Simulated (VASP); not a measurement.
# Mg32O31 (a cell with a defect) in VASP: a series of runs

Runs on Mg32O31 (a cell with a defect). Level: PBE+D3(BJ). Tasks: single point.

All numbers are computed with VASP 6.6.1; they aren't measurements. Logs are shortened: lines on timing, memory, paths and dates and some standing lists are left out, and cuts for length are marked.

### 1 The cell of the first run

The cell holds a defect, 63 atoms: a = 8.833 Å, b = 8.833 Å, c = 8.833 Å, α = 90.00°, β = 90.00°, γ = 90.00°.

### 2 Single point, PBE+D3(BJ)

INCAR reads:

```
PREC     = Accurate       # precision mode
ENCUT    = 520            # plane-wave cutoff, eV
EDIFF    = 1E-7           # SCF threshold, eV
ISMEAR   = 0              # smearing method
SIGMA    = 0.05           # smearing width, eV
LREAL    = Auto         
LASPH    = T              # aspherical terms in the spheres
NELM     = 60             # most SCF steps
ALGO     = Normal         # electronic algorithm
ISIF     = 2              # what is computed and relaxed
LWAVE    = F              # write WAVECAR
LCHARG   = F              # write CHGCAR
GGA      = PE             # functional
IVDW     = 12             # dispersion correction
NBANDS   = 162            # bands
```

KPOINTS reads:

```
regular mesh
0
Gamma
  1 1 1
```

POSCAR reads:

```
Mg32O31
1.0
    8.8332000000      0.0000000000      0.0000000000
    0.0000000000      8.8332000000      0.0000000000
    0.0000000000      0.0000000000      8.8332000000
Mg O
32 31
Direct
    0.5001836254     -0.0003783453     -0.0022644115
    0.7502241543      0.2495805597     -0.0000115473
    0.7524930942     -0.0003817416      0.2500329439
    0.0001838518     -0.0003689490     -0.0006601232
    0.2501420776      0.2495852013     -0.0000056605
    0.5001789838      0.4996296925     -0.0092820269
    0.7502218901      0.7496684101     -0.0000112077
    0.2478776661     -0.0003826473      0.2500382647
    0.5001862292      0.2402885704      0.2500312458
    0.7595182946      0.4996235792      0.2500175474
    0.5001884934     -0.0003824209      0.5023267898
    0.7502302676      0.2495855409      0.5000655482
    0.7508846171     -0.0003759679      0.7500233211
    0.0001875877      0.4996156546     -0.0022714305
    0.2501435493      0.7496673912     -0.0000048680
    0.0001833990      0.2473295069      0.2500363402
    0.2408823529      0.4996196169      0.2500313590
    0.5001900783      0.7589136440      0.2500203777
    0.0001869085     -0.0003751755      0.5007256713
    0.2501472852      0.2495898429      0.5000674727
    0.5001952860      0.4996353530      0.5093337635
    0.7502274374      0.7496649006      0.5000653217
    0.2494829733     -0.0003743830      0.7500281891
    0.5001878142      0.2473228275      0.7500301137
    0.7524932074      0.4996240321      0.7500227551
    0.0001886066      0.7519272744      0.2500236607
    0.0001933614      0.4996273151      0.5023242992
    0.2501483041      0.7496610515      0.5000660010
    0.0001819273      0.2489332292      0.7500284155
    0.2478820812      0.4996245981      0.7500283023
    0.5001865689      0.7519239913      0.7500276231
    0.0001832858      0.7503168727      0.7500350949
    0.7505599330      0.2492497623      0.2500247928
    0.0001932482      0.4996105602      0.2500234343
    0.0001862292      0.2496637685      0.4999735090
    0.2498122991      0.2492362904      0.2500365666
    0.7505796314      0.7499977358      0.2500067926
    0.0001847575     -0.0003706471      0.2500255853
    0.5001947199      0.2492529321      0.5003765340
    0.7505709143      0.4996250509      0.5003827605
    0.0001845311      0.7495737672      0.4999727166
    0.7501413984      0.2496650138      0.7500129059
    0.0001811348      0.4996113526      0.7500234343
    0.0001877009      0.2496611647      0.0000722275
    0.2497938459      0.7500114341      0.2500185663
    0.5001959652     -0.0003875153      0.2500271702
    0.2498053933      0.4996305982      0.5003990626
    0.5001968709      0.7499966037      0.5004131006
    0.7501471720     -0.0003876285      0.4999654712
    0.2502369470      0.2496713535      0.7500108681
    0.5001948331      0.4996218811      0.7500269438
    0.7501520400      0.7495710501      0.7500264910
    0.0001881538     -0.0003780057      0.7500215098
    0.5001873613      0.2492467056     -0.0003372504
    0.7505770276      0.4996114658     -0.0003463071
    0.0001890595      0.7495761445      0.0000704162
    0.2502362677     -0.0003889870      0.4999775846
    0.2502285695      0.7495670878      0.7500236607
    0.5001930218     -0.0003809491      0.7500198116
    0.2497967894      0.4996148621     -0.0003640810
    0.5001853236      0.7500073586     -0.0003697414
    0.7501428701     -0.0003746094      0.0000682652
    0.2502342300     -0.0003741566      0.0000698501
```

Potentials or basis: VASP PAW PBE potentials, release 64 (Mg, O).

The run is started by

```bash
$ cat potpaw_PBE.64/Mg/POTCAR potpaw_PBE.64/O/POTCAR > POTCAR
$ mpirun -np 1 vasp_gam > vasp.out
```

OUTCAR:

```text
PREC = Accurate
   ENCUT = 520
   EDIFF = 1E-7
   ISMEAR = 0
   LREAL = Auto
   LASPH = T
   NELM = 60
   ISIF = 2
   GGA = PE
   IVDW = 12
 IVDW          = 12

 ion  position               nearest neighbor table
   1  0.500  1.000  0.998-  59 2.19  61 2.20  54 2.21  63 2.21  62 2.21  46 2.23   9 3.08  18 3.08
                            31 3.09  24 3.09  23 3.11  13 3.11   7 3.12  15 3.12   2 3.12   5 3.12
   2  0.750  0.250  1.000-  62 2.21  44 2.21  42 2.21  55 2.21  33 2.21  54 2.21   4 3.12  29 3.12
                            13 3.12  24 3.12  14 3.12   1 3.12   3 3.12  16 3.12  25 3.12  10 3.12
   3  0.752  1.000  0.250-  38 2.19  37 2.21  33 2.21  49 2.21  62 2.21  46 2.23   9 3.08  18 3.08
                            26 3.09  16 3.09   4 3.11  19 3.11  22 3.12   7 3.12  12 3.12   2 3.12
   4  0.000  1.000  0.999-  53 2.20  44 2.21  62 2.21  63 2.21  56 2.21  38 2.21   3 3.11  26 3.11
                             8 3.11  16 3.11  23 3.11  29 3.11  13 3.11  32 3.11   2 3.12   5 3.12
   5  0.250  0.250  1.000-  44 2.21  63 2.21  50 2.21  60 2.21  36 2.21  54 2.21   4 3.12  23 3.12
                            29 3.12  14 3.12  16 3.12   1 3.12  30 3.12  24 3.12   8 3.12  17 3.12
   6  0.500  0.500  0.991-  51 2.13  61 2.21  60 2.21  54 2.21  55 2.21  31 3.08  30 3.08  24 3.08
                            25 3.08  15 3.12   5 3.12   7 3.12   2 3.12  18 3.24  17 3.24  10 3.24
   7  0.750  0.750  1.000-  62 2.21  52 2.21  56 2.21  37 2.21  61 2.21  55 2.21  32 3.12  13 3.12
                             4 3.12   1 3.12   3 3.12  31 3.12  26 3.12  25 3.12  14 3.12  18 3.12
   8  0.248  1.000  0.250-  38 2.19  45 2.20  36 2.21  57 2.21  63 2.21  46 2.23   9 3.08  18 3.08
                            26 3.09  16 3.09  19 3.11   4 3.11  28 3.12  15 3.12  20 3.12   5 3.12
   9  0.500  0.240  0.250-  46 2.13  39 2.21  54 2.21  36 2.21  33 2.21   1 3.08  11 3.08   3 3.08
[... 76 lines left out ...]
  62  0.750  1.000  0.000-   2 2.21   7 2.21   1 2.21   3 2.21   4 2.21  13 2.21
  63  0.250  1.000  0.000-  15 2.21   5 2.21   1 2.21   8 2.21  23 2.21   4 2.21

  LATTYP: Found a simple cubic cell.
 ALAT       =     8.8332000000

  Lattice vectors:

 A1 = (   8.8332000000,   0.0000000000,   0.0000000000)
 A2 = (   0.0000000000,   8.8332000000,   0.0000000000)
 A3 = (   0.0000000000,   0.0000000000,   8.8332000000)

Analysis of symmetry for initial positions (statically):
=====================================================================
 Subroutine PRICEL returns:
 Original cell was already a primitive cell.

 Routine SETGRP: Setting up the symmetry group for a
 simple cubic supercell.

 Subroutine GETGRP returns: Found  1 space group operations
 (whereof  1 operations were pure point group operations)
 out of a pool of 48 trial point group operations.

The static configuration has the point symmetry C_1 .

Analysis of symmetry for dynamics (positions and initial velocities):
=====================================================================
 Subroutine PRICEL returns:
 Original cell was already a primitive cell.

 Routine SETGRP: Setting up the symmetry group for a
 simple cubic supercell.

 Subroutine GETGRP returns: Found  1 space group operations
 (whereof  1 operations were pure point group operations)
 out of a pool of 48 trial point group operations.

The dynamic configuration has the point symmetry C_1 .

 Subroutine INISYM returns: Found  1 space group operations
 (whereof  1 operations are pure point group operations),
 and found     1 'primitive' translations

----------------------------------------------------------------------------------------

                                     Primitive cell

  volume of cell :     689.2142

  direct lattice vectors                    reciprocal lattice vectors
     8.833200000  0.000000000  0.000000000     0.113209256  0.000000000  0.000000000
     0.000000000  8.833200000  0.000000000     0.000000000  0.113209256  0.000000000
     0.000000000  0.000000000  8.833200000     0.000000000  0.000000000  0.113209256

[... 42 lines left out ...]
   PSTRESS=    0.0 pullay stress
   NELECT =     250.0000    total number of electrons
   NUPDOWN=      -1.0000    fix difference up-down
   EMIN   =  10.00;   EMAX   =-10.00  energy-range for DOS
   EFERMI =   0.00;   METHOD = LEGACY
   ISMEAR =     0;   SIGMA  =   0.05  broadening in eV -4-tet -1-fermi 0-gaus
   EFERMI_NEDOS =   21; number of points for ismear=-14 and -15
   IALGO  =     38    algorithm
   IMIX   =      4    mixing-type and parameters
     AMIX     =   0.40;   BMIX     =  1.00
     AMIX_MAG =   1.60;   BMIX_MAG =  1.00
  volume/ion in A,a.u.               =      10.94        73.83
  Fermi-wavevector in a.u.,A,eV,Ry     =   1.167536  2.206322 18.546635  1.363139
  Thomas-Fermi vector in A             =   2.304034
   LORBIT       =      0    0 simple, 1 ext, 2 COOP (PROOUT), +10 PAW based schemes
   GGA     = PE    functional components
   LHFCALC =     F    Hartree Fock is set to
   AEXX    =    0.0000 exact exchange contribution
   IVDW    =    12    specifies the selected vdW correction
   LEPSILON=     F    determine dielectric tensor
   LRPA    =     F    only Hartree local field effects (RPA)
 non-spin polarized calculation
 Gauss-broadening in eV      SIGMA  =   0.05
  energy-cutoff  :      520.00
  volume of cell :      689.21
 maximum number of plane-waves:      9307
 NGX is ok and might be reduce to    70
   NGX = 33   NGY = 33   NGZ = 33

 number of electron     250.0000141 magnetization

 Free energy of the ion-electron system (eV)
  ---------------------------------------------------
  ext. energy  EPLUGINS =         0.00000000
  ---------------------------------------------------
  free energy    TOTEN  =      -366.32316656 eV

  energy without entropy =     -366.32316656  energy(sigma->0) =     -366.32316656

 E-fermi :   4.4734     XC(G=0): -10.3702

 val. band max:        4.1717256527   @ k =   0.0000   0.0000   0.0000
 cond. band min:       6.2660792885   @ k =   0.0000   0.0000   0.0000
 fundamental gap:      2.0943536358
 Fermi energy:         4.4734499886

 k-point     1 :       0.0000    0.0000    0.0000
  band No.  band energies     occupation
      1     -14.4571      2.00000
      2     -13.9520      2.00000
      3     -13.9520      2.00000
      4     -13.8842      2.00000
      5     -13.8842      2.00000
      6     -13.8842      2.00000
[... 129 lines left out ...]
    136       9.4648      0.00000
    137       9.4649      0.00000
 [bands above 137 left out]

------------------------ aborting loop because EDIFF is reached ----------------------------------------

 Edisp (eV)  -15.98173

 E8    (eV) :    -6.2754

  FORCE on cell =-STRESS in cart. coord.  units (eV):
  Direction    XX          YY          ZZ          XY          YZ          ZX
  --------------------------------------------------------------------------------------
  -------------------------------------------------------------------------------------
  Total     -70.28278   -70.29542   -70.29624     0.00667     0.00113     0.00124
  in kB    -163.38242  -163.41180  -163.41372     0.01550     0.00264     0.00288
  external pressure =     -163.40 kB  Pullay stress =        0.00 kB

 VOLUME and BASIS-vectors are now :
 -----------------------------------------------------------------------------
  energy-cutoff  :      520.00
  volume of cell :      689.21
      direct lattice vectors                 reciprocal lattice vectors
     8.833200000  0.000000000  0.000000000     0.113209256  0.000000000  0.000000000
     0.000000000  8.833200000  0.000000000     0.000000000  0.113209256  0.000000000
     0.000000000  0.000000000  8.833200000     0.000000000  0.000000000  0.113209256

 POSITION                                       TOTAL-FORCE (eV/Angst)
 -----------------------------------------------------------------------------------
      4.41822      8.82986      8.81320         0.000036      0.000274     -0.000896
      6.62688      2.20459      8.83310         0.001108     -0.000485     -0.000756
      6.64692      8.82983      2.20859        -0.000702      0.000787     -0.000279
      0.00162      8.82994      8.82737        -0.000061     -0.000630     -0.001244
      2.20955      2.20464      8.83315        -0.000923     -0.001131     -0.001379
      4.41818      4.41333      8.75121         0.000415     -0.000598     -0.017158
[... 55 lines left out ...]
      6.62616      8.82989      0.00060        -0.000871     -0.003785      0.000995
      2.21037      8.82989      0.00062         0.001126     -0.003293      0.001099
 -----------------------------------------------------------------------------------
    total drift:                                0.022903     -0.043388      0.001811

  FREE ENERGIE OF THE ION-ELECTRON SYSTEM (eV)
  ---------------------------------------------------
  free  energy   TOTEN  =      -382.3048958083 eV

  energy  without entropy=     -382.3048958083  energy(sigma->0) =     -382.30489581
```

Wall time 7.8 min (1 thread of Intel Xeon 8259CL, shared host); peak memory 0.73 GiB.

Results:

| Property | Result |
| --- | --- |
| Free energy | -382.3049 eV |
| Pressure | -16.3 GPa |
| Largest force | 0.020 eV/Å |
| Band gap on the k mesh | 2.09 eV |
| Dispersion energy per atom | -0.254 eV |

Forces on the atoms (eV/Å):
```
Mg   0.000  0.000 -0.001
Mg   0.001  0.000 -0.001
Mg  -0.001  0.001  0.000
Mg   0.000 -0.001 -0.001
Mg  -0.001 -0.001 -0.001
Mg   0.000 -0.001 -0.017
Mg   0.002  0.001 -0.001
Mg  -0.001  0.001  0.000
Mg   0.000 -0.015  0.000
Mg   0.016  0.000  0.000
Mg   0.000  0.000  0.000
Mg   0.001 -0.001  0.000
Mg  -0.001  0.001  0.000
Mg   0.000  0.001  0.000
Mg  -0.001  0.001 -0.002
Mg   0.000  0.001  0.000
Mg  -0.019  0.000  0.000
Mg   0.000  0.020  0.000
Mg   0.000 -0.001  0.001
Mg  -0.001 -0.001  0.001
Mg   0.000 -0.001  0.017
Mg   0.002  0.001  0.001
Mg   0.001  0.001  0.000
Mg   0.000  0.001  0.000
Mg  -0.001  0.001  0.000
Mg  -0.001  0.001  0.000
Mg   0.000  0.000  0.000
Mg  -0.001  0.001  0.001
Mg   0.000  0.001  0.000
Mg  -0.001  0.001  0.000
Mg  -0.001  0.001  0.000
Mg   0.000  0.000  0.000
O   -0.005  0.005  0.000
O    0.002 -0.003  0.000
O    0.002  0.000 -0.001
O    0.003  0.006 -0.001
O   -0.005 -0.003  0.001
O    0.002 -0.003  0.000
O   -0.001  0.005 -0.001
O   -0.005  0.000 -0.002
O    0.002 -0.002 -0.001
O   -0.003  0.005  0.000
O    0.001 -0.003  0.000
O    0.002  0.000  0.002
O    0.006 -0.003  0.000
O    0.001 -0.003  0.000
O    0.003 -0.002 -0.001
O    0.001 -0.003 -0.001
O   -0.001 -0.003  0.000
O   -0.002  0.004  0.000
O    0.001 -0.003  0.000
O   -0.003  0.004  0.000
O    0.001 -0.003  0.000
O   -0.001  0.005  0.002
O   -0.006  0.001  0.002
O    0.002 -0.002  0.002
O    0.001 -0.003 -0.001
O   -0.001  0.003  0.000
O    0.001 -0.002  0.000
O    0.004 -0.001  0.002
O    0.002 -0.003  0.001
O   -0.001 -0.004  0.001
O    0.001 -0.003  0.001
```

Levels at points of the mesh, in eV from the valence-band top:
| k point | band 123 | band 124 | band 125 | band 126 | band 127 | band 128 |
| --- | --- | --- | --- | --- | --- | --- |
| (0.00, 0.00, 0.00) | -2.09 | -2.09 | 0.00 | 2.09 | 3.83 | 3.83 |

Caveat: the k points lie up to 0.71 Å⁻¹ apart.

(Continued in part 2 of 2.)
